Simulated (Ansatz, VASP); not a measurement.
CdPtF3 in VASP and in Ansatz

```
CELL_PARAMETERS angstrom
3.76233 0.00000 0.00000
-1.88117 3.25828 0.00000
0.00000 0.00000 6.98073
ATOMIC_POSITIONS crystal
Cd 0.00000 0.00000 0.50000
Pt 0.00000 0.00000 0.00000
F 0.52100 0.00000 0.50000
F 0.00000 0.52100 0.50000
F 0.47900 0.47900 0.50000
```

Alike in both runs: task single point; functional PBE; k mesh 6 × 6 × 4; occupations gaussian, width 0.1 eV; no spin polarisation.

|  | VASP | Ansatz |
| --- | --- | --- |
| version | VASP 6.6.1 | Ansatz 0.2.0 |
| potentials or method | VASP PAW PBE potentials, release 64 (Cd_sv_GW, Pt_sv_GW, F), cutoff 700 eV | scalar-relativistic, plane waves, PAW |
| valence electrons in the cell | 59 | 59 |

Ansatz gave:

| Item | Value |
| --- | --- |
| gap on the k mesh at the Fermi level (eV) | none |
| rms of the force components (eV/Å) | 1.326 |

Task: Which values does VASP return?

Result: gap on the k mesh at the Fermi level (eV): none; rms of the force components (eV/Å): 1.352.

Atom by atom the forces differ by 0.026 eV/Å (rms over components). A gap of «none» marks a metal or a gap that the smearing closes.

Spin-orbit coupling is off throughout.
